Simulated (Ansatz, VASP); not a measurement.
# B: VASP beside Ansatz

```xyz
4
Lattice="1.6367 0.0000 0.0000 -0.8183 1.4174 0.0000 0.0000 0.0000 14.8856" Properties=species:S:1:pos:R:3 pbc="T T T"
B     0.0000    0.0000    0.0000
B     0.0000    0.0000    7.4428
B     0.0000    0.9449    3.7214
B     0.8183    0.4725   11.1642
```

Alike in both runs: task single point; functional r2SCAN; k mesh 23 × 23 × 3; occupations fermi-dirac, width 0.1 eV; no spin polarisation.

|  | VASP | Ansatz |
| --- | --- | --- |
| version | VASP 6.6.1 | Ansatz 0.2.0 |
| potentials or method | VASP PAW PBE potentials, release 64 (B), cutoff 520 eV | plane waves (500 eV) with PAW, scalar-relativistic |
| valence electrons in the cell | 12 | 12 |

|  | VASP | Ansatz | Ansatz less VASP |
| --- | --- | --- | --- |
| pressure (GPa) | 26.9 | 26.7 | -0.15 |
| traceless stress, the component that is largest in VASP (GPa) | -28.02 | -27.69 | +0.322 |

VASP's potentials were made for PBE, not for r2SCAN. With one functional, cell and mesh, what is left measures potentials, basis and numerics.
